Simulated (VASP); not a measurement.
Crystal: Zr3SnSe.

```xyz
5
Lattice="3.1925 -3.2337 0.0000 3.1925 3.2337 0.0000 0.0000 0.0000 4.5364" Properties=species:S:1:pos:R:3 pbc="T T T"
Zr    3.1925    0.0000    2.2682
Zr    1.5962   -1.6168    0.0000
Zr    1.5962    1.6168    0.0000
Sn    3.1925    0.0000    0.0000
Se    0.0000    0.0000    2.2682
```

The cell was built from a structure type or drawn by symmetry, and may not be a known phase.

```yaml
Program: VASP 6.6.1
Task: relaxation of cell and atoms
Functional: PBE
Potentials_or_basis: VASP PAW PBE potentials, release 64 (Zr_sv, Sn_d, Se)
Cutoff: 600 eV
k_mesh: 4 × 4 × 4
Occupations: gaussian, width 0.1 eV
Spin: no spin polarisation
```

At the start: pressure 73.8 GPa; volume 18.73 Å³/atom.

Question: How do energy, volume and symmetry change on relaxing?

Answer: Over 30 steps the energy falls by 2112.1 meV/atom and the volume is 29.84 Å³/atom (+59.3 %); space group Cmmm (No. 65, to 0.1 Å) before and after.

The path:
| step | energy change (eV) | largest force (eV/Å) | pressure (GPa) | volume (Å³) |
| --- | --- | --- | --- | --- |
| 1 | 0.0000 | 0.0000 | 73.76 | 93.66 |
| 2 | -2.4757 | 0.0000 | -10.18 | 265.93 |
| 3 | -8.7042 | 0.0000 | -1.99 | 155.71 |
| 4 | -8.7319 | 0.0000 | -0.87 | 152.61 |
| 5 | -8.7379 | 0.0000 | 0.01 | 150.38 |
| 6 | -8.7418 | 0.0000 | 0.01 | 150.37 |
| 7 | -8.7617 | 0.0000 | 0.00 | 150.33 |
| 8 | -8.8393 | 0.0000 | -0.02 | 150.14 |
| 9 | -9.1229 | 0.0000 | 0.02 | 149.32 |
| 10 | -9.8672 | 0.0000 | 0.70 | 145.95 |
| 11 | -9.4608 | 0.0000 | 13.52 | 132.32 |
| 12 | -10.2502 | 0.0000 | 1.86 | 142.88 |
| 13 | -10.3765 | 0.0000 | 5.13 | 138.16 |
| 14 | -10.3894 | 0.0000 | 4.71 | 138.64 |
| 15 | -10.3898 | 0.0000 | 4.71 | 138.65 |
| 16 | -10.3910 | 0.0000 | 4.72 | 138.68 |
| 17 | -10.3928 | 0.0000 | 4.73 | 138.75 |
| 18 | -10.3944 | 0.0000 | 4.76 | 138.86 |
| 19 | -10.3962 | 0.0000 | 4.73 | 138.92 |
| 20 | -10.4017 | 0.0000 | 4.62 | 139.10 |
| 21 | -10.4123 | 0.0000 | 4.42 | 139.45 |
| 22 | -10.4322 | 0.0000 | 4.03 | 140.16 |
| 23 | -10.4671 | 0.0000 | 3.28 | 141.58 |
| 24 | -10.5176 | 0.0000 | 1.86 | 144.45 |
| 25 | -10.5479 | 0.0000 | -0.63 | 150.31 |
| 26 | -10.5490 | 0.0000 | -0.27 | 149.40 |
| 27 | -10.5517 | 0.0000 | -0.23 | 149.38 |
| 28 | -10.5576 | 0.0000 | -0.10 | 149.31 |
| 29 | -10.5595 | 0.0000 | 0.19 | 149.16 |
| 30 | -10.5603 | 0.0000 | 0.08 | 149.22 |

Final structure:
```
Zr Sn Se
1.0
     2.70214   -4.98632    0.00000
     2.70214    4.98632    0.00000
     0.00000    0.00000    5.53734
Zr Sn Se
3 1 1
Direct
  0.50000 0.50000 0.50000
  0.50000 0.00000 0.00000
  0.00000 0.50000 0.00000
  0.50000 0.50000 0.00000
  0.00000 0.00000 0.50000
```

Caveat: the volume moved by over 15 % at a fixed basis, so the end points are rough.
